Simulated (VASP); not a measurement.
## Al2O3: single point with PBEsol

Crystal: Al2O3.

```
CELL_PARAMETERS angstrom
3.01748 0.00000 0.00000
-1.50874 2.61322 0.00000
0.00000 0.00000 7.57464
ATOMIC_POSITIONS crystal
Al 0.00000 0.00000 0.27795
Al 0.00000 0.00000 0.72205
O 0.33333 0.66667 0.19945
O 0.66667 0.33333 0.80055
O 0.00000 0.00000 0.50000
```

```json
{"Program": "VASP 6.6.1", "Task": "single point", "Functional": "PBEsol", "Potentials or basis": "VASP PAW PBE potentials, release 64 (Al, O)", "Cutoff": "520 eV", "k mesh": "12 × 12 × 4", "Occupations": "gaussian, width 0.01 eV", "Spin": "no spin polarisation"}
```

```
Pressure               : -3.5 GPa
Largest force          : 0.188 eV/Å
Band gap on the k mesh : 2.19 eV, direct
```

Forces on the atoms (eV/Å):
```
Al   0.000  0.000  0.092
Al   0.000  0.000 -0.092
O    0.000  0.000  0.188
O    0.000  0.000 -0.188
O    0.000  0.000  0.000
```

Stress tensor (GPa, compression positive):
```
-3.93  0.00  0.00
 0.00 -3.93  0.00
 0.00  0.00 -2.62
```

Levels at points of the mesh, in eV from the valence-band top:
```csv
k point,band 8,band 9,band 10,band 11,band 12,band 13,band 14,band 15,band 16,band 17
"(0.00, 0.00, 0.00)",-3.72,-3.72,-2.34,0.00,0.00,2.19,4.19,7.22,10.39,10.46
"(0.50, 0.00, 0.00)",-4.30,-3.56,-3.11,-1.78,-0.49,4.45,6.08,8.06,8.83,9.54
"(0.00, 0.00, 0.50)",-3.71,-3.67,-3.12,0.00,0.00,3.15,3.23,7.98,8.63,11.84
"(0.50, 0.00, 0.50)",-4.35,-3.45,-3.34,-1.70,-0.49,4.90,5.47,8.00,8.52,10.27
```

Wall time 48 s on 1 thread of Intel(R) Xeon(R) Platinum 8375C CPU @ 2.90GHz (Ice Lake), with other jobs on the host, peak memory 0.2 GiB.

Caveat: the PAW data sets were made with another functional, which shifts forces and pressure a little. A k mesh can miss the band edges.
